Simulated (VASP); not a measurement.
# Ru (Pm-3m) in VASP: further runs

The runs below take Ru through relaxation of cell and atoms, single point, with PBEsol.

All numbers are computed with VASP 6.6.1; they aren't measurements. Logs are shortened: lines on timing, memory, paths and dates and some standing lists are left out, and cuts for length are marked.

**1. The cell of the first run**

Symmetry: Pm-3m, No. 221, cubic system. Conventional cell: a = 2.446 Å, b = 2.446 Å, c = 2.446 Å, α = 90.00°, β = 90.00°, γ = 90.00°. Within 3.2 Å of Ru (site symmetry m-3m) lie 6 Ru at 2.45 Å.

**2. Relaxation of cell and atoms, PBEsol**

INCAR reads:

```
PREC = Accurate ; ENCUT = 600
EDIFF = 1E-6 ; ISMEAR = -1
SIGMA = 0.1 ; LREAL = F
LASPH = T ; NELM = 100
ALGO = Normal ; ISIF = 3
LWAVE = F ; LCHARG = F
GGA = PS ; IBRION = 2
NSW = 80 ; EDIFFG = -0.01
```

KPOINTS reads:

```
regular mesh
0
Gamma
  13 13 13
```

POSCAR reads:

```
Ru
1.0
    2.4462764308      0.0000000000      0.0000000000
    0.0000000000      2.4462764308      0.0000000000
    0.0000000000      0.0000000000      2.4462764308
Ru
1
Direct
    0.0000000000      0.0000000000      0.0000000000
```

Potentials or basis: VASP PAW PBE potentials, release 64 (Ru_pv).

Run with:

```
cat potpaw_PBE.64/Ru_pv/POTCAR > POTCAR
mpirun -np 1 vasp_std > vasp.out
```

OUTCAR:

```text
PREC = Accurate
   ENCUT = 600
   EDIFF = 1E-6
   ISMEAR = -1
   LREAL = F
   LASPH = T
   NELM = 100
   ISIF = 3
   GGA = PS
   IBRION = 2
   NSW = 80
   EDIFFG = -0.01

 ion  position               nearest neighbor table
   1  0.000  0.000  0.000-

  LATTYP: Found a simple cubic cell.
 ALAT       =     2.4462764308

  Lattice vectors:

 A1 = (   2.4462764308,   0.0000000000,   0.0000000000)
 A2 = (   0.0000000000,   2.4462764308,   0.0000000000)
 A3 = (   0.0000000000,   0.0000000000,   2.4462764308)

Analysis of symmetry for initial positions (statically):
=====================================================================
 Subroutine PRICEL returns:
 Original cell was already a primitive cell.

 Routine SETGRP: Setting up the symmetry group for a
 simple cubic supercell.

 Subroutine GETGRP returns: Found 48 space group operations
 (whereof 48 operations were pure point group operations)
 out of a pool of 48 trial point group operations.

The static configuration has the point symmetry O_h .

Analysis of symmetry for dynamics (positions and initial velocities):
=====================================================================
 Subroutine PRICEL returns:
 Original cell was already a primitive cell.

 Routine SETGRP: Setting up the symmetry group for a
 simple cubic supercell.

 Subroutine GETGRP returns: Found 48 space group operations
 (whereof 48 operations were pure point group operations)
 out of a pool of 48 trial point group operations.

The dynamic configuration has the point symmetry O_h .

 Subroutine INISYM returns: Found 48 space group operations
 (whereof 48 operations are pure point group operations),
 and found     1 'primitive' translations

----------------------------------------------------------------------------------------

                                     Primitive cell

  volume of cell :      14.6392

  direct lattice vectors                    reciprocal lattice vectors
     2.446276431  0.000000000  0.000000000     0.408784546  0.000000000  0.000000000
     0.000000000  2.446276431  0.000000000     0.000000000  0.408784546  0.000000000
     0.000000000  0.000000000  2.446276431     0.000000000  0.000000000  0.408784546

  length of vectors
     2.446276431  2.446276431  2.446276431     0.408784546  0.408784546  0.408784546

  position of ions in fractional coordinates (direct lattice)
     0.000000000  0.000000000  0.000000000

  ion indices of the primitive-cell ions
   primitive index   ion index
                 1           1

----------------------------------------------------------------------------------------

 KPOINTS: regular mesh

Automatic generation of k-mesh.
 Grid dimensions read from file:
 generate k-points for:   13   13   13

 Generating k-lattice:

  Cartesian coordinates                     Fractional coordinates (reciprocal lattice)
     0.031444965  0.000000000  0.000000000     0.076923077  0.000000000  0.000000000
     0.000000000  0.031444965  0.000000000     0.000000000  0.076923077  0.000000000
     0.000000000  0.000000000  0.031444965     0.000000000  0.000000000  0.076923077

  Length of vectors
     0.031444965  0.031444965  0.031444965

  Shift w.r.t. Gamma in fractional coordinates (k-lattice)
     0.000000000  0.000000000  0.000000000

 Subroutine IBZKPT returns following result:
 ===========================================

 Found     84 irreducible k-points:

 Following reciprocal coordinates:
            Coordinates               Weight
  0.000000  0.000000  0.000000      1.000000
  0.076923  0.000000  0.000000      6.000000
  0.153846  0.000000  0.000000      6.000000
  0.230769  0.000000  0.000000      6.000000
  0.307692  0.000000  0.000000      6.000000
  0.384615  0.000000  0.000000      6.000000
[... 16 lines left out ...]
  0.307692  0.307692  0.000000     12.000000
  0.384615  0.307692  0.000000     24.000000
 [... further k-points ...]
   k-points           NKPTS =     84   k-points in BZ     NKDIM =     84   number of bands    NBANDS=     11
   number of dos      NEDOS =    301   number of ions     NIONS =      1
   total plane-waves  NPLWV =   8000
   dimension x,y,z NGX =    20 NGY =   20 NGZ =   20
   dimension x,y,z NGXF=    40 NGYF=   40 NGZF=   40
   ions per type =               1
   NGX,Y,Z   is equivalent  to a cutoff of  13.59, 13.59, 13.59 a.u.
   NGXF,Y,Z  is equivalent  to a cutoff of  27.18, 27.18, 27.18 a.u.
 SYSTEM =  unknown system
   PREC   = accura    normal or accurate (medium, high low for compatibility)
   ISTART =      0    job   : 0-new  1-cont  2-samecut
   ICHARG =      2    charge: 1-file 2-atom 10-const
   ISPIN  =      1    spin polarized calculation?
   LNONCOLLINEAR =      F non collinear calculations
   LSORBIT =      F    spin-orbit coupling
   LASPH  =      T    aspherical Exc in radial PAW
   ENCUT  =  600.0 eV  44.10 Ry    6.64 a.u.   4.89  4.89  4.89*2*pi/ulx,y,z
   NELM   =    100;   NELMIN=  2; NELMDL= -5     # of ELM steps
   EDIFF  = 0.1E-05   stopping-criterion for ELM
   LREAL  =      F    real-space projection
   EDIFFG = -.1E-01   stopping-criterion for IOM
   NSW    =     80    number of steps for IOM
   IBRION =      2    ionic relax: 0-MD 1-quasi-New 2-CG
   NFREE  =      1    steps in history (QN), initial steepest desc. (CG)
   ISIF   =      3    stress and relaxation
   ISYM   =      2    0-nonsym 1-usesym 2-fastsym
   POTIM  = 0.5000    time-step for ionic-motion
   TEBEG  =    0.0;   TEEND  =   0.0 temperature during run
   PSTRESS=    0.0 pullay stress
   NELECT =      14.0000    total number of electrons
   NUPDOWN=      -1.0000    fix difference up-down
   EMIN   =  10.00;   EMAX   =-10.00  energy-range for DOS
   EFERMI =   0.00;   METHOD = LEGACY
   ISMEAR =    -1;   SIGMA  =   0.10  broadening in eV -4-tet -1-fermi 0-gaus
   EFERMI_NEDOS =   21; number of points for ismear=-14 and -15
   IALGO  =     38    algorithm
   IMIX   =      4    mixing-type and parameters
     AMIX     =   0.40;   BMIX     =  1.00
     AMIX_MAG =   1.60;   BMIX_MAG =  1.00
  volume/ion in A,a.u.               =      14.64        98.79
  Fermi-wavevector in a.u.,A,eV,Ry     =   1.612917  3.047971 35.395567  2.601501
  Thomas-Fermi vector in A             =   2.708070
   LORBIT       =      0    0 simple, 1 ext, 2 COOP (PROOUT), +10 PAW based schemes
   GGA     = PS    functional components
   LHFCALC =     F    Hartree Fock is set to
   AEXX    =    0.0000 exact exchange contribution
   IVDW    =     0    specifies the selected vdW correction
   LEPSILON=     F    determine dielectric tensor
   LRPA    =     F    only Hartree local field effects (RPA)
 conjugate gradient relaxation of ions
 non-spin polarized calculation
  energy-cutoff  :      600.00
  volume of cell :       14.64
 maximum number of plane-waves:       498
 NGX is ok and might be reduce to    20
   NGX =  9   NGY =  9   NGZ =  9

--------------------------------------- Ionic step        1  -------------------------------------------

 number of electron      14.0000002 magnetization

 Free energy of the ion-electron system (eV)
  ---------------------------------------------------
  ext. energy  EPLUGINS =         0.00000000
  ---------------------------------------------------
  free energy    TOTEN  =        -8.94352061 eV

  energy without entropy =       -8.90219111  energy(sigma->0) =       -8.92285586

------------------------ aborting loop because EDIFF is reached ----------------------------------------

  FORCE on cell =-STRESS in cart. coord.  units (eV):
  Direction    XX          YY          ZZ          XY          YZ          ZX
  --------------------------------------------------------------------------------------
  -------------------------------------------------------------------------------------
  Total        1.0849479      1.0849479      1.0849479     -0.0000000      0.0000000     -0.0000000
  in kB      118.7415896    118.7415896    118.7415896     -0.0000000      0.0000000     -0.0000000
  external PRESSURE =     118.7415896 kB  Pullay stress =       0.0000000 kB
[... 20 lines left out ...]
  energy  without entropy=       -8.9021911149  energy(sigma->0) =       -8.92285586

--------------------------------------- Ionic step        2  -------------------------------------------

 number of electron      14.0000009 magnetization

 E-fermi :   9.1732     XC(G=0): -12.7646

 val. band max:        9.1695366376   @ k =   0.3077   0.3077   0.0769
 cond. band min:       9.1772827129   @ k =   0.3077   0.2308   0.0000
 fundamental gap:      0.0077460753
 Fermi energy:         9.1732257068

 k-point     1 :       0.0000    0.0000    0.0000
  band No.  band energies     occupation
      1     -33.1342      2.00000
      2     -33.1342      2.00000
      3     -33.1342      2.00000
      4       2.4214      2.00000
      5       4.3705      2.00000
      6       4.3705      2.00000
      7      10.6177      0.00000
      8      10.6177      0.00000
      9      10.6177      0.00000
     10      20.0571      0.00000
     11      25.1901      0.00000
[... 389 lines left out ...]
  energy  without entropy=       -8.9213519604  energy(sigma->0) =       -8.94369824

--------------------------------------- Ionic step        4  -------------------------------------------

 number of electron      13.9999994 magnetization

 Free energy of the ion-electron system (eV)
  ---------------------------------------------------
  ext. energy  EPLUGINS =         0.00000000
  ---------------------------------------------------
  free energy    TOTEN  =        -8.96608491 eV

  energy without entropy =       -8.92151151  energy(sigma->0) =       -8.94379821

 E-fermi :  10.9150     XC(G=0): -13.4047

 val. band max:       10.9017603590   @ k =   0.3077   0.3077   0.0769
 cond. band min:      10.9384474075   @ k =   0.3077   0.2308   0.0000
 fundamental gap:      0.0366870485
 Fermi energy:        10.9149545380

 k-point     1 :       0.0000    0.0000    0.0000
  band No.  band energies     occupation
      1     -31.4522      2.00000
      2     -31.4522      2.00000
      3     -31.4522      2.00000
      4       3.5088      2.00000
      5       5.3216      2.00000
      6       5.3216      2.00000
      7      12.6421      0.00000
      8      12.6421      0.00000
      9      12.6421      0.00000
     10      21.6700      0.00000
     11      27.7588      0.00000
[... 350 lines left out ...]
  FREE ENERGIE OF THE ION-ELECTRON SYSTEM (eV)
  ---------------------------------------------------
  free  energy   TOTEN  =        -8.9660849123 eV

  energy  without entropy=       -8.9215115117  energy(sigma->0) =       -8.94379821

 reached required accuracy - stopping structural energy minimisation
```

Run time: 22 s. Hardware: 1 thread of Intel Xeon 6975P-C, shared host; peak memory 0.14 GiB.

What came out:

```
Free energy                            : -8.9661 eV
Relaxed volume                         : 15.29 Å³/atom
Relaxed cell                           : a = 2.482 Å, b = 2.482 Å, c = 2.482 Å, α = 90.00°, β = 90.00°, γ = 90.00°
Space group after relaxing (to 0.05 Å) : Pm-3m (No. 221)
Energy gained by relaxing              : 22.6 meV/atom
Ionic steps                            : 4
Pressure after relaxing                : -0.1 GPa
Band gap on the k mesh                 : zero (band 7 reaches 14.55 eV, above the bottom of band 8 at 9.92 eV)
```

Step by step:
```tsv
step	energy change (eV)	largest force (eV/Å)	pressure (GPa)	volume (Å³)
1	0.0000	0.0000	11.87	14.64
2	0.1075	0.0000	-21.02	17.06
3	-0.0225	0.0000	-0.40	15.31
4	-0.0226	0.0000	-0.09	15.29
```

Final structure:
```
Ru
1.0
     2.48174    0.00000    0.00000
     0.00000    2.48174    0.00000
     0.00000    0.00000    2.48174
Ru
1
Cartesian
  0.0000 0.0000 0.0000
```

Caveat: the PAW data sets were made with another functional, which shifts forces and pressure a little.

[end of part 1 of 2]
